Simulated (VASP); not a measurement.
# Pd in VASP: single point with PBEsol

Aim: the single point of Pd with PBEsol.

Everything below comes from runs of VASP 6.6.1. Logs are shortened: lines on timing, memory, paths and dates and some standing lists are left out, and cuts for length are marked.

## Step 1: The cell of the first run

The typed cell holds 1 atom: a = 2.674 Å, b = 2.674 Å, c = 3.087 Å, α = 54.73°, β = 54.73°, γ = 70.53°.

This isn't the form of Pd at room conditions, which is fcc.

## Step 2: Single point, PBEsol

Contents of INCAR:

```
SYSTEM = Pd
PREC = Accurate
ENCUT = 520
EDIFF = 1E-6
ISMEAR = 0
SIGMA = 0.15
LREAL = .False.
LASPH = .True.
NELM = 60
ALGO = Fast
ISIF = 2
LWAVE = .False.
LCHARG = .True.
GGA = PS
LELF = .True.
LVHAR = .True.
NBANDS = 11
```

Contents of KPOINTS:

```
regular mesh
0
Gamma
  24 24 24
  0 0 0
```

Contents of POSCAR:

```
Pd
1.0
    0.0000000000      2.1831863386      1.5435127414
    2.1831863386      0.0000000000      1.5435127414
    2.1831863386      2.1831863386      0.0000000000
Pd
1
Direct
    0.0000000000      0.0000000000      0.0000000000
```

Potentials or basis: VASP PAW PBE potentials, release 64 (Pd).

Launch:

```sh
cat potpaw_PBE.64/Pd/POTCAR > POTCAR
mpirun -np 1 vasp_std > vasp.out
```

OUTCAR:

```text
SYSTEM = Pd
   PREC = Accurate
   ENCUT = 520
   EDIFF = 1E-6
   ISMEAR = 0
   LREAL = .False.
   LASPH = .True.
   NELM = 60
   ISIF = 2
   GGA = PS

 ion  position               nearest neighbor table
   1  0.000  0.000  0.000-

  LATTYP: Found a body centered tetragonal cell.
 ALAT       =     3.0874917292
 C/A-ratio  =     0.9998489886

  Lattice vectors:

 A1 = (   0.0000000000,  -2.1831863386,  -1.5435127414)
 A2 = (   0.0000000000,   2.1831863386,  -1.5435127414)
 A3 = (   2.1831863386,   0.0000000000,   1.5435127414)

Analysis of symmetry for initial positions (statically):
=====================================================================
 Subroutine PRICEL returns:
 Original cell was already a primitive cell.

 Routine SETGRP: Setting up the symmetry group for a
 body centered tetragonal supercell.

 Subroutine GETGRP returns: Found 16 space group operations
 (whereof 16 operations were pure point group operations)
 out of a pool of 16 trial point group operations.

The static configuration has the point symmetry D_4h.

Analysis of symmetry for dynamics (positions and initial velocities):
=====================================================================
 Subroutine PRICEL returns:
 Original cell was already a primitive cell.

 Routine SETGRP: Setting up the symmetry group for a
 body centered tetragonal supercell.

 Subroutine GETGRP returns: Found 16 space group operations
 (whereof 16 operations were pure point group operations)
 out of a pool of 16 trial point group operations.

The dynamic configuration has the point symmetry D_4h.

 Subroutine INISYM returns: Found 16 space group operations
 (whereof 16 operations are pure point group operations),
 and found     1 'primitive' translations

----------------------------------------------------------------------------------------

                                     Primitive cell

  volume of cell :      14.7137

  direct lattice vectors                    reciprocal lattice vectors
     0.000000000  2.183186339  1.543512741    -0.229023053  0.229023053  0.323936425
     2.183186339  0.000000000  1.543512741     0.229023053 -0.229023053  0.323936425
     2.183186339  2.183186339  0.000000000     0.229023053  0.229023053 -0.323936425

  length of vectors
     2.673711685  2.673711685  3.087491729     0.458080697  0.458080697  0.458080697

  position of ions in fractional coordinates (direct lattice)
     0.000000000  0.000000000  0.000000000

  ion indices of the primitive-cell ions
   primitive index   ion index
                 1           1

----------------------------------------------------------------------------------------

 KPOINTS: regular mesh

Automatic generation of k-mesh.
 Grid dimensions read from file:
 generate k-points for:   24   24   24

 Generating k-lattice:

  Cartesian coordinates                     Fractional coordinates (reciprocal lattice)
    -0.009542627  0.009542627  0.013497351     0.041666667  0.000000000  0.000000000
     0.009542627 -0.009542627  0.013497351     0.000000000  0.041666667  0.000000000
     0.009542627  0.009542627 -0.013497351    -0.000000000 -0.000000000  0.041666667

  Length of vectors
     0.019086696  0.019086696  0.019086696

  Shift w.r.t. Gamma in fractional coordinates (k-lattice)
     0.000000000  0.000000000  0.000000000

 Subroutine IBZKPT returns following result:
 ===========================================

 Found   1063 irreducible k-points:

 Following reciprocal coordinates:
            Coordinates               Weight
  0.000000  0.000000  0.000000      1.000000
  0.041667 -0.000000  0.000000      8.000000
  0.083333 -0.000000  0.000000      8.000000
  0.125000  0.000000  0.000000      8.000000
  0.166667 -0.000000  0.000000      8.000000
  0.208333  0.000000  0.000000      8.000000
[... 16 lines left out ...]
  0.416667  0.041667  0.000000      8.000000
  0.458333  0.041667  0.000000      8.000000
 [... further k-points ...]
   k-points           NKPTS =   1063   k-points in BZ     NKDIM =   1063   number of bands    NBANDS=     11
   number of dos      NEDOS =    301   number of ions     NIONS =      1
   total plane-waves  NPLWV =   9600
   dimension x,y,z NGX =    20 NGY =   20 NGZ =   24
   dimension x,y,z NGXF=    40 NGYF=   40 NGZF=   48
   ions per type =               1
   NGX,Y,Z   is equivalent  to a cutoff of  12.44, 12.44, 12.92 a.u.
   NGXF,Y,Z  is equivalent  to a cutoff of  24.87, 24.87, 25.85 a.u.
 SYSTEM =  Pd
   PREC   = accura    normal or accurate (medium, high low for compatibility)
   ISTART =      0    job   : 0-new  1-cont  2-samecut
   ICHARG =      2    charge: 1-file 2-atom 10-const
   ISPIN  =      1    spin polarized calculation?
   LNONCOLLINEAR =      F non collinear calculations
   LSORBIT =      F    spin-orbit coupling
   LASPH  =      T    aspherical Exc in radial PAW
   ENCUT  =  520.0 eV  38.22 Ry    6.18 a.u.   4.97  4.97  5.74*2*pi/ulx,y,z
   NELM   =     60;   NELMIN=  2; NELMDL= -5     # of ELM steps
   EDIFF  = 0.1E-05   stopping-criterion for ELM
   LREAL  =      F    real-space projection
   EDIFFG = 0.1E-04   stopping-criterion for IOM
   NSW    =      0    number of steps for IOM
   IBRION =     -1    ionic relax: 0-MD 1-quasi-New 2-CG
   NFREE  =      0    steps in history (QN), initial steepest desc. (CG)
   ISIF   =      2    stress and relaxation
   ISYM   =      2    0-nonsym 1-usesym 2-fastsym
   POTIM  = 0.5000    time-step for ionic-motion
   TEBEG  =    0.0;   TEEND  =   0.0 temperature during run
   PSTRESS=    0.0 pullay stress
   NELECT =      10.0000    total number of electrons
   NUPDOWN=      -1.0000    fix difference up-down
   EMIN   =  10.00;   EMAX   =-10.00  energy-range for DOS
   EFERMI =   0.00;   METHOD = LEGACY
   ISMEAR =     0;   SIGMA  =   0.15  broadening in eV -4-tet -1-fermi 0-gaus
   EFERMI_NEDOS =   21; number of points for ismear=-14 and -15
   IALGO  =     68    algorithm
   IMIX   =      4    mixing-type and parameters
     AMIX     =   0.40;   BMIX     =  1.00
     AMIX_MAG =   1.60;   BMIX_MAG =  1.00
  volume/ion in A,a.u.               =      14.71        99.29
  Fermi-wavevector in a.u.,A,eV,Ry     =   1.439354  2.719984 28.187725  2.071739
  Thomas-Fermi vector in A             =   2.558219
   LORBIT       =      0    0 simple, 1 ext, 2 COOP (PROOUT), +10 PAW based schemes
   GGA     = PS    functional components
   LHFCALC =     F    Hartree Fock is set to
   AEXX    =    0.0000 exact exchange contribution
   IVDW    =     0    specifies the selected vdW correction
   LEPSILON=     F    determine dielectric tensor
   LRPA    =     F    only Hartree local field effects (RPA)
 non-spin polarized calculation
 RMM-DIIS sequential band-by-band and
 Gauss-broadening in eV      SIGMA  =   0.15
  energy-cutoff  :      520.00
  volume of cell :       14.71
 maximum number of plane-waves:       420
   NGX =  9   NGY =  9   NGZ = 11

 number of electron      10.0000000 magnetization

 number of electron       9.9999998 magnetization

 Free energy of the ion-electron system (eV)
  ---------------------------------------------------
  ext. energy  EPLUGINS =         0.00000000
  ---------------------------------------------------
  free energy    TOTEN  =        -5.91372983 eV

  energy without entropy =       -5.89961224  energy(sigma->0) =       -5.90667103

 E-fermi :   9.6545     XC(G=0): -13.3902

 val. band max:        9.6489297291   @ k =   0.4583   0.3750   0.0833
 cond. band min:       9.6549234929   @ k =  -0.1667   0.3750   0.2917
 fundamental gap:      0.0059937638
 Fermi energy:         9.6544823821

 k-point     1 :       0.0000    0.0000    0.0000
  band No.  band energies     occupation
      1       2.4105      2.00000
      2       6.6710      2.00000
      3       6.6721      2.00000
      4       6.6721      2.00000
      5       8.7027      2.00000
      6       8.7040      2.00000
      7      28.9886      0.00000
      8      28.9886      0.00000
      9      28.9916      0.00000
     10      37.6004      0.00000
     11      37.6100      0.00000

 k-point     2 :       0.0417   -0.0000    0.0000
  band No.  band energies     occupation
      1       2.4779      2.00000
      2       6.6482      2.00000
      3       6.6730      2.00000
      4       6.7198      2.00000
      5       8.6751      2.00000
      6       8.7047      2.00000
      7      28.9622      0.00000
      8      29.0056      0.00000
      9      29.0714      0.00000
     10      36.7621      0.00000
     11      37.2802      0.00000

 k-point     3 :       0.0833   -0.0000    0.0000
  band No.  band energies     occupation
      1       2.6762      2.00000
      2       6.5803      2.00000
      3       6.6744      2.00000
      4       6.8630      2.00000
      5       8.5991      2.00000
      6       8.7100      2.00000
      7      28.8336      0.00000
      8      29.0211      0.00000
      9      29.3151      0.00000
     10      35.6421      0.00000
     11      36.3939      0.00000

 k-point     4 :       0.1250    0.0000    0.0000
  band No.  band energies     occupation
      1       2.9922      2.00000
      2       6.4742      2.00000
      3       6.6751      2.00000
      4       7.0966      2.00000
      5       8.5012      2.00000
      6       8.7199      2.00000
      7      28.4768      0.00000
      8      28.9445      0.00000
      9      29.7053      0.00000
     10      34.8130      0.00000
     11      35.3977      0.00000
[... 239 lines left out ...]
 k-point    22 :       0.3750    0.0417    0.0000
  band No.  band energies     occupation
      1       4.4838      2.00000
      2       5.6656      2.00000
      3       8.1921      2.00000
      4       8.6345      2.00000
      5       9.5476      1.68626
      6       9.5989      1.39983
      7      20.4291      0.00000
      8      25.5585      0.00000
      9      28.6313      0.00000
     10      33.6143      0.00000
     11      34.8870      0.00000

 k-point    23 :       0.4167    0.0417    0.0000
  band No.  band energies     occupation
      1       4.4114      2.00000
      2       5.5778      2.00000
      3       8.3887      2.00000
      4       8.6972      2.00000
      5       9.9556      0.00453
      6      10.2899      0.00000
      7      19.0435      0.00000
      8      25.1547      0.00000
      9      27.8940      0.00000
     10      33.9779      0.00000
     11      35.1535      0.00000

 k-point    24 :       0.4583    0.0417    0.0000
  band No.  band energies     occupation
      1       4.3551      2.00000
      2       5.5234      2.00000
      3       8.5126      2.00000
      4       8.6896      2.00000
      5      10.1918      0.00000
      6      10.9929      0.00000
      7      18.0038      0.00000
      8      24.9053      0.00000
      9      27.4219      0.00000
     10      34.2102      0.00000
     11      35.4383      0.00000

 [... further k-points ...]

------------------------ aborting loop because EDIFF is reached ----------------------------------------

  FORCE on cell =-STRESS in cart. coord.  units (eV):
  Direction    XX          YY          ZZ          XY          YZ          ZX
  --------------------------------------------------------------------------------------
  -------------------------------------------------------------------------------------
  Total       -0.0912966     -0.0912966     -0.0917817      0.0000000      0.0000000     -0.0000000
  in kB       -9.9413018     -9.9413018     -9.9941220      0.0000000      0.0000000     -0.0000000
  external PRESSURE =      -9.9589085 kB  Pullay stress =       0.0000000 kB

 VOLUME and BASIS-vectors are now :
 -----------------------------------------------------------------------------
  energy-cutoff  :      520.00
  volume of cell :       14.71
      direct lattice vectors                 reciprocal lattice vectors
     0.000000000  2.183186339  1.543512741    -0.229023053  0.229023053  0.323936425
     2.183186339  0.000000000  1.543512741     0.229023053 -0.229023053  0.323936425
     2.183186339  2.183186339  0.000000000     0.229023053  0.229023053 -0.323936425

 POSITION                                       TOTAL-FORCE (eV/Angst)
 -----------------------------------------------------------------------------------
      0.00000      0.00000      0.00000         0.000000      0.000000      0.000000
 -----------------------------------------------------------------------------------
    total drift:                               -0.000000     -0.000000      0.000000

  FREE ENERGIE OF THE ION-ELECTRON SYSTEM (eV)
  ---------------------------------------------------
  free  energy   TOTEN  =        -5.9137298293 eV

  energy  without entropy=       -5.8996122381  energy(sigma->0) =       -5.90667103
```

Wall time 1.8 min (1 thread of Intel Xeon Platinum 8488C (Sapphire Rapids), shared host); peak memory 0.28 GiB.

Results:

| Item | Value |
| --- | --- |
| Free energy | -5.9137 eV |
| Pressure | -1.0 GPa |
| Band gap on the k mesh | zero (bands 5 and 6 overlap by 1.70 eV) |

Levels at points of the mesh, in eV from the Fermi level:
| k point | band 1 | band 2 | band 3 | band 4 | band 5 | band 6 | band 7 | band 8 | band 9 | band 10 |
| --- | --- | --- | --- | --- | --- | --- | --- | --- | --- | --- |
| (0.00, 0.00, 0.00) | -7.24 | -2.98 | -2.98 | -2.98 | -0.95 | -0.95 | 19.33 | 19.33 | 19.34 | 27.95 |
| (0.50, 0.00, 0.00) | -5.37 | -4.20 | -1.03 | -0.71 | 0.63 | 1.31 | 7.94 | 15.09 | 17.82 | 24.42 |
| (0.50, 0.50, 0.00) | -5.29 | -5.29 | 0.23 | 0.23 | 0.23 | 9.17 | 9.17 | 9.17 | 17.72 | 17.72 |
| (0.50, 0.00, 0.50) | -5.37 | -4.20 | -1.03 | -0.71 | 0.63 | 1.31 | 7.94 | 15.10 | 17.83 | 24.42 |

Caveat: the PAW data sets were made with another functional, which shifts forces and pressure a little.
